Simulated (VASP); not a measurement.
Write the native input for VASP 6.6.1 that does the following.

- Task: single point
- Functional: PBE
- Potentials or basis: VASP PAW PBE potentials, release 64 (In_d, P)
- Cutoff: 520 eV
- k mesh: 6 × 6 × 6
- Occupations: gaussian, width 0.01 eV
- Spin: no spin polarisation
- Dipole correction: no
- Further INCAR settings: ALGO = Normal; EDIFF = 1e-06; NBANDS = 16

The structure of InP lies in POSCAR:

```
InP
1.0
    0.0000000000      2.9305000000      2.9305000000
    2.9305000000      0.0000000000      2.9305000000
    2.9305000000      2.9305000000      0.0000000000
In P
1 1
Direct
    0.0000000000      0.0000000000      0.0000000000
    0.2500000000      0.2500000000      0.2500000000
```

These files were run (other wordings do the same):

INCAR

```
SYSTEM = InP
  PREC = Accurate
  ENCUT = 520
  EDIFF = 1E-6
  ISMEAR = 0
  SIGMA = 0.01
  LREAL = .FALSE.
  LASPH = .TRUE.
  NELM = 80
  ALGO = Normal
  ISIF = 2
  LWAVE = .FALSE.
  LCHARG = .TRUE.
  GGA = PE
  LELF = .TRUE.
  LVHAR = .TRUE.
  NBANDS = 16
```

KPOINTS

```
regular mesh
0
G
  6 6 6
  0 0 0
```

Potentials or basis: VASP PAW PBE potentials, release 64 (In_d, P).

Launch:

```sh
$ cat potpaw_PBE.64/In_d/POTCAR potpaw_PBE.64/P/POTCAR > POTCAR
$ mpirun -np 1 vasp_std > vasp.out
```

It gave:

```yaml
Pressure: 3.3 GPa
Band_gap_on_the_k_mesh: 0.71 eV, direct
```

Caveat: spin-orbit coupling is left out, which moves the levels of the heavy elements.

Wall time 7 s on 1 thread of Intel(R) Xeon(R) Platinum 8488C (Sapphire Rapids), with other jobs on the host, peak memory 0.17 GiB.
